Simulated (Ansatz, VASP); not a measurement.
One calculation of Ti5Si, two programs

INCAR

```
SYSTEM = Ti5Si
PREC     = Accurate       ! precision mode
ENCUT    = 520            ! plane-wave cutoff, eV
EDIFF    = 1E-6           ! SCF threshold, eV
ISMEAR   = 0              ! smearing method
SIGMA    = 0.15           ! smearing width, eV
LREAL    = .False.        ! projectors in reciprocal space
LASPH    = .True.         ! aspherical terms in the spheres
NELM     = 80             ! most SCF steps
ALGO     = Fast           ! electronic algorithm
ISIF     = 2              ! what is computed and relaxed
LWAVE    = .False.        ! write WAVECAR
LCHARG   = .False.        ! write CHGCAR
GGA      = PE             ! functional
NBANDS   = 41             ! bands
```

KPOINTS

```
regular mesh
0
Gamma
  12 12 12
  0 0 0
```

The input POSCAR:

```
Ti5Si
1.0
    2.6647633451      1.5385018346      3.9826153838
   -2.6647633451      1.5385018346      3.9826153838
    0.0000000000     -3.0770036692      3.9826153838
Ti Si
5 1
Direct
    0.1513621523      0.1513621523      0.1513621523
    0.6045557533      0.3954442467      0.0000000000
    0.0000000000      0.6045557533      0.3954442467
    0.8486378477      0.8486378477      0.8486378477
    0.3954442467      0.0000000000      0.6045557533
    0.5000000000      0.5000000000      0.5000000000
```

Input for Ansatz:

```yaml
crystal:
  lattice:
    - [2.6647633451, 1.5385018346, 3.9826153838]
    - [-2.6647633451, 1.5385018346, 3.9826153838]
    - [0.0, -3.0770036692, 3.9826153838]
  atoms:
    - { symbol: Ti, position: [0.1513621523, 0.1513621523, 0.1513621523] }
    - { symbol: Ti, position: [0.6045557533, 0.3954442467, 0.0] }
    - { symbol: Ti, position: [0.0, 0.6045557533, 0.3954442467] }
    - { symbol: Ti, position: [0.8486378477, 0.8486378477, 0.8486378477] }
    - { symbol: Ti, position: [0.3954442467, 0.0, 0.6045557533] }
    - { symbol: Si, position: [0.5, 0.5, 0.5] }
basis:
  ecutwfc: 420
kpoints:
  mp_grid: { grid: [12, 12, 12] }
hamiltonian:
  xc: pbe
scf:
  occupations: { method: gaussian, width: 0.15 }
output:
  forces: true
  stress: true
  eigenvalues: true
```

Alike in both runs: task single point; functional PBE; k mesh 12 × 12 × 12; occupations gaussian, width 0.15 eV; no spin polarisation.

|  | VASP | Ansatz |
| --- | --- | --- |
| version | VASP 6.6.1 | Ansatz 0.2.0 |
| potentials or method | VASP PAW PBE potentials, release 64 (Ti_sv, Si), cutoff 520 eV | scalar-relativistic, plane waves, PAW |
| valence electrons in the cell | 64 | 64 |

```tsv
	VASP	Ansatz	Ansatz less VASP
gap on the k mesh at the Fermi level (eV)	none	none	-
pressure (GPa)	2.9	3.1	+0.18
traceless stress, the component that is largest in VASP (GPa)	12.29	12.32	+0.035
rms of the force components (eV/Å)	0.232	0.233	+0.0014
```

Atom by atom the forces differ by 0.001 eV/Å (rms over components). A gap of «none» marks a metal or a gap that the smearing closes.
